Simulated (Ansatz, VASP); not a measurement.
One calculation of Li2S, two programs

```
CELL_PARAMETERS angstrom
0.00000 2.82764 2.82764
2.82764 0.00000 2.82764
2.82764 2.82764 0.00000
ATOMIC_POSITIONS crystal
Li 0.25000 0.25000 0.25000
Li 0.75000 0.75000 0.75000
S 0.00000 0.00000 0.00000
```

Alike in both runs: task single point; functional PBEsol; k mesh 8 × 8 × 8; occupations gaussian, width 0.05 eV; no spin polarisation.

|  | VASP | Ansatz |
| --- | --- | --- |
| version | VASP 6.6.1 | Ansatz 0.2.0 |
| potentials or method | VASP PAW PBE potentials, release 64 (Li_sv, S), cutoff 750 eV | scalar-relativistic, plane waves, PAW |
| valence electrons in the cell | 12 | 12 |

|  | VASP | Ansatz | Ansatz less VASP |
| --- | --- | --- | --- |
| gap on the k mesh at the Fermi level (eV) | 3.20 | 3.20 | 0.000 |
| least direct gap on the mesh (eV) | 4.21 | 4.21 | -0.002 |
| pressure (GPa) | -0.1 | 0.0 | +0.05 |

VASP's potentials were made for PBE, not for PBEsol. The functional is the same, so the differences come from potentials, cutoffs and numerics.
